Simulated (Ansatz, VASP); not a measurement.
# One calculation of Ba3S2, two programs

```
CELL_PARAMETERS angstrom
3.84931 2.22240 7.59584
-3.84931 2.22240 7.59584
0.00000 -4.44480 7.59584
ATOMIC_POSITIONS crystal
Ba 0.07810 0.42190 0.75000
Ba 0.75000 0.07810 0.42190
Ba 0.42190 0.75000 0.07810
Ba 0.92190 0.57810 0.25000
Ba 0.25000 0.92190 0.57810
Ba 0.57810 0.25000 0.92190
S 0.83697 0.83697 0.83697
S 0.66303 0.66303 0.66303
S 0.16303 0.16303 0.16303
S 0.33697 0.33697 0.33697
```

Alike in both runs: functional PBE; k mesh 3 × 3 × 3; occupations gaussian, width 0.1 eV; no spin polarisation.

Ansatz relaxed the structure, and its values are those at the end. VASP's run is a single point on that final structure, the one shown.

```csv
,VASP,Ansatz
version,VASP 6.6.1,Ansatz 0.2.0
potentials or method,"VASP PAW PBE potentials, release 64 (Ba_sv, S), cutoff 520 eV","scalar-relativistic, plane waves, PAW"
valence electrons in the cell,84,84
```

Ansatz gave:

```
gap on the k mesh at the Fermi level (eV) : none
pressure (GPa)                            : 0.0
rms of the force components (eV/Å)        : 0.020
```

Question: Which values does VASP return?

Answer: gap on the k mesh at the Fermi level (eV): none; pressure (GPa): 0.4; rms of the force components (eV/Å): 0.014.

A gap of «none» marks a metal or a gap that the smearing closes.

Spin-orbit coupling is off throughout.
